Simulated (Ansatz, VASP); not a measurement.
Pd in VASP and in Ansatz

```
CELL_PARAMETERS angstrom
0.00000 2.91749 2.91749
2.91749 0.00000 2.91749
2.91749 2.91749 0.00000
ATOMIC_POSITIONS crystal
Pd 0.12500 0.12500 0.12500
Pd 0.87500 0.87500 0.87500
```

Alike in both runs: task single point; functional PBEsol; k mesh 11 × 11 × 11; occupations fermi-dirac, width 0.05 eV; collinear spin.

|  | VASP | Ansatz |
| --- | --- | --- |
| version | VASP 6.6.1 | Ansatz 0.2.0 |
| potentials or method | VASP PAW PBE potentials, release 64 (Pd), cutoff 520 eV | plane waves (420 eV) with PAW, scalar-relativistic |
| valence electrons in the cell | 20 | 36 |

```tsv
	VASP	Ansatz	Ansatz less VASP
pressure (GPa)	-5.4	-5.2	+0.25
net moment per atom (μB)	0.48	0.48	+0.001
size of the moment on the site where the two differ most (μB)	0.47	0.46	-0.003
```

VASP's potentials were made for PBE, not for PBEsol, and Ansatz warns of the same on its side. Site moments also hang on the region over which each program counts them. VASP's potentials hold 20 valence electrons a cell and Ansatz's 36, so a difference there can come from the potentials and not from the codes.
